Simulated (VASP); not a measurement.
# BN: single point with r2SCAN

The system is BN.

```
N B
1.0
     2.54105    0.00000    0.00000
    -1.26312    2.20487    0.00000
    -0.63896   -1.10243    3.06231
N B
1 1
Direct
  0.66851 0.33238 0.98500
  0.97964 0.98350 0.00181
```

```json
{
  "Program": "VASP 6.6.1",
  "Task": "single point",
  "Functional": "r2SCAN",
  "Potentials or basis": "VASP PAW PBE potentials, release 64 (N, B)",
  "Cutoff": "520 eV",
  "k mesh": "13 × 13 × 9",
  "Occupations": "fermi-dirac, width 0.05 eV",
  "Spin": "no spin polarisation"
}
```

The pressure is -8.9 GPa. The largest force is 2.498 eV/Å and the band gap on the k mesh is 3.33 eV (least direct gap 5.12 eV).

Forces in eV/Å, atoms in the order of the input:
```
N   -1.497 -1.891  0.651
B    1.497  1.891 -0.651
```

Stress tensor (GPa, compression positive):
```
-19.86  -3.15   0.49
 -3.15 -11.88   1.04
  0.49   1.04   4.99
```

Levels at points of the mesh, in eV from the valence-band top:
```csv
k point,band 2,band 3,band 4,band 5,band 6,band 7
"(0.00, 0.00, 0.00)",-3.83,-2.63,-0.96,5.74,10.55,12.62
```

Wall time 6.9 min on 1 thread of Intel(R) Xeon(R) Platinum 8488C (Sapphire Rapids), on a shared host, peak memory 0.24 GiB.

Caveat: the cell stands under tension; the PAW data sets were made with another functional, which shifts forces and pressure a little; an odd mesh through Γ misses points on the zone boundary, where band edges can lie.
